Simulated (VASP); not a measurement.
# ZnO (P6_3mc) in VASP: a series of runs, part 2 of 2

VASP 6.6.1. Earlier steps stand in the parts before.

### 3 Relaxation of shape and atoms at fixed volume, PBE (volume scaled by 1.10)

File INCAR:

```
SYSTEM = ZnO
ALGO     = Normal         ! electronic algorithm
EDIFF    = 1E-6           ! SCF threshold, eV
EDIFFG   = -0.01          ! ionic threshold
ENCUT    = 600            ! plane-wave cutoff, eV
GGA      = PE             ! functional
IBRION   = 2              ! ionic algorithm
ISIF     = 4              ! what is computed and relaxed
ISMEAR   = 0              ! smearing method
LASPH    = .TRUE.         ! aspherical terms in the spheres
LCHARG   = .FALSE.        ! write CHGCAR
LREAL    = .FALSE.        ! projectors in reciprocal space
LWAVE    = .FALSE.        ! write WAVECAR
NELM     = 100            ! most SCF steps
NSW      = 50             ! ionic steps
PREC     = Accurate       ! precision mode
SIGMA    = 0.02           ! smearing width, eV
```

File KPOINTS:

```
k-points
0
G
  12 12 6
  0 0 0
```

File POSCAR:

```
ZnO
1.0
    3.3853589001      0.0000000000      0.0000000000
   -1.6926794501      2.9318068084      0.0000000000
    0.0000000000      0.0000000000      5.4641886183
Zn O
2 2
Direct
    0.3333333333      0.6666666667      0.4999697863
    0.6666666667      0.3333333333     -0.0000302137
    0.6666666667      0.3333333333      0.3790402137
    0.3333333333      0.6666666667      0.8790402137
```

Potentials or basis: VASP PAW PBE potentials, release 64 (Zn, O).

Run with:

```
$ cat potpaw_PBE.64/Zn/POTCAR potpaw_PBE.64/O/POTCAR > POTCAR
$ mpirun -np 1 vasp_std > vasp.out
```

OUTCAR:

```text
SYSTEM = ZnO
   EDIFF = 1E-6
   EDIFFG = -0.01
   ENCUT = 600
   GGA = PE
   IBRION = 2
   ISIF = 4
   ISMEAR = 0
   LASPH = .TRUE.
   LREAL = .FALSE.
   NELM = 100
   NSW = 50
   PREC = Accurate

 ion  position               nearest neighbor table
   1  0.333  0.667  0.500-   3 2.06   3 2.06   3 2.06   4 2.07
   2  0.667  0.333  1.000-   4 2.06   4 2.06   4 2.06   3 2.07
   3  0.667  0.333  0.379-   1 2.06   1 2.06   1 2.06   2 2.07
   4  0.333  0.667  0.879-   2 2.06   2 2.06   2 2.06   1 2.07

  LATTYP: Found a hexagonal cell.
 ALAT       =     3.3853589001
 C/A-ratio  =     1.6140647948

  Lattice vectors:

 A1 = (   3.3853589001,   0.0000000000,   0.0000000000)
 A2 = (  -1.6926794501,   2.9318068084,   0.0000000000)
 A3 = (   0.0000000000,   0.0000000000,   5.4641886183)

Analysis of symmetry for initial positions (statically):
=====================================================================
 Subroutine PRICEL returns:
 Original cell was already a primitive cell.

 Routine SETGRP: Setting up the symmetry group for a
 hexagonal supercell.

 Subroutine GETGRP returns: Found 12 space group operations
 (whereof  6 operations were pure point group operations)
 out of a pool of 24 trial point group operations.

The static configuration has the point symmetry C_3v.
 The point group associated with its full space group is C_6v.

Analysis of symmetry for dynamics (positions and initial velocities):
=====================================================================
 Subroutine PRICEL returns:
 Original cell was already a primitive cell.

 Routine SETGRP: Setting up the symmetry group for a
 hexagonal supercell.

 Subroutine GETGRP returns: Found 12 space group operations
 (whereof  6 operations were pure point group operations)
 out of a pool of 24 trial point group operations.

The dynamic configuration has the point symmetry C_3v.
 The point group associated with its full space group is C_6v.

 Subroutine INISYM returns: Found 12 space group operations
 (whereof  6 operations are pure point group operations),
 and found     1 'primitive' translations

----------------------------------------------------------------------------------------

                                     Primitive cell

  volume of cell :      54.2333

  direct lattice vectors                    reciprocal lattice vectors
     3.385358900  0.000000000  0.000000000     0.295389656  0.170543297  0.000000000
    -1.692679450  2.931806808  0.000000000     0.000000000  0.341086594  0.000000000
     0.000000000  0.000000000  5.464188618     0.000000000  0.000000000  0.183009788

  length of vectors
     3.385358900  3.385358900  5.464188618     0.341086594  0.341086594  0.183009788

  position of ions in fractional coordinates (direct lattice)
     0.333333333  0.666666667  0.499969786
     0.666666667  0.333333333  0.999969786
     0.666666667  0.333333333  0.379040214
     0.333333333  0.666666667  0.879040214

  ion indices of the primitive-cell ions
   primitive index   ion index
                 1           1
                 2           2
                 3           3
                 4           4

----------------------------------------------------------------------------------------

 KPOINTS: k-points

Automatic generation of k-mesh.
 Grid dimensions read from file:
 generate k-points for:   12   12    6

 Generating k-lattice:

  Cartesian coordinates                     Fractional coordinates (reciprocal lattice)
     0.024615805  0.014211941  0.000000000     0.083333333 -0.000000000  0.000000000
     0.000000000  0.028423883  0.000000000     0.000000000  0.083333333  0.000000000
     0.000000000  0.000000000  0.030501631     0.000000000  0.000000000  0.166666667

  Length of vectors
     0.028423883  0.028423883  0.030501631

  Shift w.r.t. Gamma in fractional coordinates (k-lattice)
     0.000000000  0.000000000  0.000000000

 Subroutine IBZKPT returns following result:
 ===========================================

 Found     76 irreducible k-points:

 Following reciprocal coordinates:
            Coordinates               Weight
  0.000000  0.000000  0.000000      1.000000
  0.083333  0.000000  0.000000      6.000000
  0.166667  0.000000  0.000000      6.000000
  0.250000  0.000000  0.000000      6.000000
  0.333333  0.000000  0.000000      6.000000
  0.416667  0.000000  0.000000      6.000000
[... 16 lines left out ...]
  0.250000  0.000000  0.166667     12.000000
  0.333333  0.000000  0.166667     12.000000
 [... further k-points ...]
   k-points           NKPTS =     76   k-points in BZ     NKDIM =     76   number of bands    NBANDS=     22
   number of dos      NEDOS =    301   number of ions     NIONS =      4
   total plane-waves  NPLWV =  37632
   dimension x,y,z NGX =    28 NGY =   28 NGZ =   48
   dimension x,y,z NGXF=    56 NGYF=   56 NGZF=   96
   ions per type =               2   2
   NGX,Y,Z   is equivalent  to a cutoff of  13.75, 13.75, 14.60 a.u.
   NGXF,Y,Z  is equivalent  to a cutoff of  27.50, 27.50, 29.21 a.u.
 SYSTEM =  ZnO
   PREC   = accura    normal or accurate (medium, high low for compatibility)
   ISTART =      0    job   : 0-new  1-cont  2-samecut
   ICHARG =      2    charge: 1-file 2-atom 10-const
   ISPIN  =      1    spin polarized calculation?
   LNONCOLLINEAR =      F non collinear calculations
   LSORBIT =      F    spin-orbit coupling
   LASPH  =      T    aspherical Exc in radial PAW
   ENCUT  =  600.0 eV  44.10 Ry    6.64 a.u.   6.76  6.76 10.91*2*pi/ulx,y,z
   NELM   =    100;   NELMIN=  2; NELMDL= -5     # of ELM steps
   EDIFF  = 0.1E-05   stopping-criterion for ELM
   LREAL  =      F    real-space projection
   EDIFFG = -.1E-01   stopping-criterion for IOM
   NSW    =     50    number of steps for IOM
   IBRION =      2    ionic relax: 0-MD 1-quasi-New 2-CG
   NFREE  =      1    steps in history (QN), initial steepest desc. (CG)
   ISIF   =      4    stress and relaxation
   ISYM   =      2    0-nonsym 1-usesym 2-fastsym
   POTIM  = 0.5000    time-step for ionic-motion
   TEBEG  =    0.0;   TEEND  =   0.0 temperature during run
   PSTRESS=    0.0 pullay stress
   NELECT =      36.0000    total number of electrons
   NUPDOWN=      -1.0000    fix difference up-down
   EMIN   =  10.00;   EMAX   =-10.00  energy-range for DOS
   EFERMI =   0.00;   METHOD = LEGACY
   ISMEAR =     0;   SIGMA  =   0.02  broadening in eV -4-tet -1-fermi 0-gaus
   EFERMI_NEDOS =   21; number of points for ismear=-14 and -15
   IALGO  =     38    algorithm
   IMIX   =      4    mixing-type and parameters
     AMIX     =   0.40;   BMIX     =  1.00
     AMIX_MAG =   1.60;   BMIX_MAG =  1.00
  volume/ion in A,a.u.               =      13.56        91.50
  Fermi-wavevector in a.u.,A,eV,Ry     =   1.428084  2.698687 27.748046  2.039424
  Thomas-Fermi vector in A             =   2.548184
   LORBIT       =      0    0 simple, 1 ext, 2 COOP (PROOUT), +10 PAW based schemes
   GGA     = PE    functional components
   LHFCALC =     F    Hartree Fock is set to
   AEXX    =    0.0000 exact exchange contribution
   IVDW    =     0    specifies the selected vdW correction
   LEPSILON=     F    determine dielectric tensor
   LRPA    =     F    only Hartree local field effects (RPA)
 conjugate gradient relaxation of ions
 non-spin polarized calculation
 Gauss-broadening in eV      SIGMA  =   0.02
  energy-cutoff  :      600.00
  volume of cell :       54.23
 maximum number of plane-waves:      1834
 NGX is ok and might be reduce to    28
   NGX = 13   NGY = 13   NGZ = 21

 number of electron      35.9999989 magnetization

 Free energy of the ion-electron system (eV)
  ---------------------------------------------------
  ext. energy  EPLUGINS =         0.00000000
  ---------------------------------------------------
  free energy    TOTEN  =       -17.72403043 eV

  energy without entropy =      -17.72403043  energy(sigma->0) =      -17.72403043

 E-fermi :   0.2672     XC(G=0): -10.2335

 val. band max:        0.1179256115   @ k =   0.0000   0.0000   0.0000
 cond. band min:       0.7012300811   @ k =   0.0000   0.0000   0.0000
 fundamental gap:      0.5833044696
 Fermi energy:         0.2671774572

 k-point     1 :       0.0000    0.0000    0.0000
  band No.  band energies     occupation
      1     -17.0235      2.00000
      2     -16.4842      2.00000
      3      -5.0611      2.00000
      4      -5.0611      2.00000
      5      -5.0328      2.00000
      6      -4.9089      2.00000
[... 574 lines left out ...]
      6      -4.7113      2.00000
[... 14 lines left out ...]
     21       7.9381      0.00000
     22       8.4941      0.00000

 [... further k-points ...]
[... 5 lines left out ...]
  --------------------------------------------------------------------------------------
  -------------------------------------------------------------------------------------
  Total       -3.2236791     -3.2236791     -3.1871002      0.0000000      0.0000000      0.0000000
  in kB      -95.2350113    -95.2350113    -94.1543855      0.0000000      0.0000000      0.0000000
  external PRESSURE =     -94.8748027 kB  Pullay stress =       0.0000000 kB

 VOLUME and BASIS-vectors are now :
 -----------------------------------------------------------------------------
  energy-cutoff  :      600.00
  volume of cell :       54.23
      direct lattice vectors                 reciprocal lattice vectors
     3.385358900  0.000000000  0.000000000     0.295389656  0.170543297  0.000000000
    -1.692679450  2.931806808  0.000000000     0.000000000  0.341086594  0.000000000
     0.000000000  0.000000000  5.464188618     0.000000000  0.000000000  0.183009788

 POSITION                                       TOTAL-FORCE (eV/Angst)
 -----------------------------------------------------------------------------------
     -0.00000      1.95454      2.73193         0.000000     -0.000000     -0.002019
      1.69268      0.97727      5.46402         0.000000      0.000000     -0.002019
      1.69268      0.97727      2.07115        -0.000000      0.000000      0.002019
     -0.00000      1.95454      4.80324        -0.000000     -0.000000      0.002019
 -----------------------------------------------------------------------------------
    total drift:                               -0.000000     -0.000000      0.000676

  FREE ENERGIE OF THE ION-ELECTRON SYSTEM (eV)
  ---------------------------------------------------
  free  energy   TOTEN  =       -17.7240304274 eV

  energy  without entropy=      -17.7240304274  energy(sigma->0) =      -17.72403043

 reached required accuracy - stopping structural energy minimisation
```

Run time: 1.7 min. Hardware: 1 thread of AMD EPYC 9R45 (Zen 5), shared host; peak memory 0.21 GiB.

Results:

```
Free energy             : -17.7240 eV
Pressure after relaxing : -9.5 GPa
Band gap on the k mesh  : 0.58 eV, direct
```

Forces on the atoms (eV/Å):
```
Zn   0.000  0.000 -0.002
Zn   0.000  0.000 -0.002
O    0.000  0.000  0.002
O    0.000  0.000  0.002
```

Stress tensor (GPa, compression positive):
```
-9.52  0.00  0.00
 0.00 -9.52  0.00
 0.00  0.00 -9.42
```

Final structure:
```
Zn O
1.0
     3.38536    0.00000    0.00000
    -1.69268    2.93181    0.00000
     0.00000    0.00000    5.46419
Zn O
2 2
Direct
  0.33333 0.66667 0.49997
  0.66667 0.33333 0.99997
  0.66667 0.33333 0.37904
  0.33333 0.66667 0.87904
```

Caveat: the relaxation stopped at its first step, so nothing moved.
